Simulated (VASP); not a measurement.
Here is a VASP 6.6.1 calculation.

Contents of INCAR:

```
SYSTEM = GeB2C3
PREC = Accurate
ENCUT = 600
EDIFF = 1E-7
ISMEAR = 0
SIGMA = 0.1
LREAL = .False.
LASPH = .True.
NELM = 60
ALGO = Normal
ISIF = 3
LWAVE = .False.
LCHARG = .False.
GGA = PE
IBRION = 2
NSW = 90
EDIFFG = -0.04
```

Contents of KPOINTS:

```
Automatic mesh
0
Gamma
  6 6 2
  0 0 0
```

File POSCAR:

```
GeB2C3
1.0
    2.8468988100      0.0000000000      0.0000000000
    0.0000000000      2.8468988100      0.0000000000
    0.0000000000      0.0000000000      8.6193713600
Ge B C
1 2 3
Direct
    0.5000000000      0.5000000000      0.0000000000
    0.5000000000      0.5000000000      0.3248246900
    0.5000000000      0.5000000000      0.6751753100
    0.0000000000      0.0000000000      0.8390681100
    0.0000000000      0.0000000000      0.1609318900
    0.0000000000      0.0000000000      0.5000000000
```

Potentials or basis: VASP PAW PBE potentials, release 64 (Ge_d, B, C).

Command:

```sh
$ cat potpaw_PBE.64/Ge_d/POTCAR potpaw_PBE.64/B/POTCAR potpaw_PBE.64/C/POTCAR > POTCAR
$ mpirun -np 1 vasp_std > vasp.out
```

(1) Predict the relaxed volume.

(2) Estimate the space group after relaxing (to 0.05 Å).

(3) Predict the relaxed cell.

Results:

(1) 8.85 Å³/atom.

(2) P4/mmm (No. 123).

(3) a = 2.592 Å, b = 2.592 Å, c = 7.904 Å, α = 90.00°, β = 90.00°, γ = 90.00°.

Caveat: the k points lie up to 0.40 Å⁻¹ apart in the final cell; the volume moved by over 15 % at a fixed basis, so the end points are rough.
